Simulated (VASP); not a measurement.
Input of a VASP 6.6.1 run:

INCAR

```
SYSTEM = AlPt
  PREC = Accurate
  ENCUT = 500
  EDIFF = 1E-6
  ISMEAR = -1
  SIGMA = 0.1
  LREAL = .FALSE.
  LASPH = .TRUE.
  NELM = 120
  ALGO = Normal
  ISIF = 2
  LWAVE = .FALSE.
  LCHARG = .FALSE.
  GGA = CA
  NBANDS = 14
  GGA_COMPAT = .FALSE.
```

Contents of KPOINTS:

```
Automatic mesh
0
G
  6 6 6
  0 0 0
```

The input POSCAR:

```
AlPt
1.0
    3.0398419953      0.0000000000      0.0000000000
    0.0000000000      3.0398419953      0.0000000000
    0.0000000000      0.0000000000      3.0398419953
Al Pt
1 1
Direct
    0.0000000000      0.0000000000      0.0000000000
    0.5000000000      0.5000000000      0.5000000000
```

Potentials or basis: VASP PAW LDA potentials, release 64 (Al, Pt).

Run with:

```sh
$ cat potpaw_LDA.64/Al/POTCAR potpaw_LDA.64/Pt/POTCAR > POTCAR
$ mpirun -np 1 vasp_std > vasp.out
```

Task: What does it give for the pressure?

Result: 0.7 GPa.
